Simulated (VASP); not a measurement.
BaZrO3:

```
Ba Zr O
1.0
     4.37357    0.00000    0.00000
     0.00000    4.37357    0.00000
     0.00000    0.00000    4.37357
Ba Zr O
1 1 3
Cartesian
  0.0000 0.0000 0.0000
  2.1868 2.1868 2.1868
  2.1868 2.1868 0.0000
  2.1868 0.0000 2.1868
  0.0000 2.1868 2.1868
```

This cell differs from its parent crystal: strain +4.0%.

Base run:

| Quantity | Value |
| --- | --- |
| Program | VASP 6.6.1 |
| Functional | r2SCAN |
| Potentials or basis | VASP PAW PBE potentials, release 64 (Ba_sv, Zr_sv, O) |
| Cutoff | 520 eV |
| k mesh | 6 × 6 × 6 |
| Occupations | gaussian, width 0.01 eV |
| Spin | no spin polarisation |

Its results: band gap on the k mesh 3.36 eV, indirect (least direct gap 3.70 eV); pressure -14.2 GPa.

Q: The run is repeated on the same cell with these changes: functional from r2SCAN to HSE06; k mesh from 6 × 6 × 6 to 4 × 4 × 4. What comes out?

A: Band gap on the k mesh 4.31 eV, indirect (least direct gap 4.68 eV); pressure -15.3 GPa.

Several settings changed at once, so the effect can't be laid on one alone.

Caveats: the PAW data sets were made with another functional, which shifts forces and pressure a little; spin-orbit coupling is left out, which moves the levels of the heavy elements.

A k mesh can miss the band edges.
